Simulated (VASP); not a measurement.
Runs of VASP 6.6.1 on AlFe3. The structure is that of space group Fm-3m (No. 225), or close to it. The cells are those of the table. 

```tsv
cell	gap on the mesh (eV)	pressure (GPa)	moment (μB)
a = 4.089 Å, angles 60.0°, 4 atoms	none	-0.4	(c)
a = 4.129 Å, angles 60.0°, 4 atoms	none	(b)	7.57
a = 4.169 Å, angles 60.0°, 4 atoms	none	-7.7	7.77
a = 3.918 Å, angles 60.0°, 4 atoms	none	24.4	(a)
a = 3.962 Å, angles 60.0°, 4 atoms	none	17.0	6.80
```

Alike in all rows: task single point; level r2SCAN; potentials or basis VASP PAW PBE potentials, release 64 (Al, Fe); spin collinear, ferromagnetic start; k mesh 12 × 12 × 12; cutoff (eV) 520; smearing gaussian 0.1 eV.

Task: Estimate the missing entries.

Result: (a) 6.50; (b) -4.4; (c) 7.35.

Caveats: the PAW data sets were made with another functional, which shifts forces and pressure a little; the cell stands under tension (at least some runs); the cell stands under pressure (at least some runs).

A gap of «none» marks levels without a gap at the run's occupations.
